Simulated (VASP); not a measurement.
A run of VASP 6.6.1 is set up as follows.

Contents of INCAR:

```
PREC = Accurate ; ENCUT = 600
EDIFF = 1E-6 ; ISMEAR = -1
SIGMA = 0.05 ; LREAL = F
LASPH = T ; NELM = 100
ALGO = Normal ; ISIF = 3
LWAVE = F ; LCHARG = F
GGA = PS ; IBRION = 2
NSW = 60 ; EDIFFG = -0.01
```

Contents of KPOINTS:

```
Automatic mesh
0
Gamma
  10 10 6
```

The input POSCAR:

```
Ti
1.0
    2.9500000000      0.0000000000      0.0000000000
   -1.4750000000      2.5547749412      0.0000000000
    0.0000000000      0.0000000000      4.6800000000
Ti
2
Direct
    0.6666666667      0.3333333333      0.7500000000
    0.3333333333      0.6666666667      0.2500000000
```

Potentials or basis: VASP PAW PBE potentials, release 64 (Ti_sv).

Command:

```console
$ cat potpaw_PBE.64/Ti_sv/POTCAR > POTCAR
$ mpirun -np 1 vasp_std > vasp.out
```

Question: Predict the relaxed cell.

Answer: a = 2.902 Å, b = 2.902 Å, c = 4.575 Å, α = 90.00°, β = 90.00°, γ = 120.00°.

Question: What does it give for the band gap on the k mesh?

Answer: Zero (bands 12 and 13 overlap by 0.99 eV).

Question: Predict the relaxed volume.

Answer: 16.68 Å³/atom.

Final structure:
```cif
data_structure
_symmetry_space_group_name_H-M 'P 1'
_symmetry_Int_Tables_number 1
_cell_length_a 2.9019
_cell_length_b 2.9019
_cell_length_c 4.5746
_cell_angle_alpha 90.000
_cell_angle_beta 90.000
_cell_angle_gamma 120.000
_cell_volume 33.36
loop_
_atom_site_label
_atom_site_type_symbol
_atom_site_fract_x
_atom_site_fract_y
_atom_site_fract_z
_atom_site_occupancy
Ti1 Ti 0.66667 0.33333 0.75000 1
Ti2 Ti 0.33333 0.66667 0.25000 1
```

Caveat: the PAW data sets were made with another functional, which shifts forces and pressure a little.
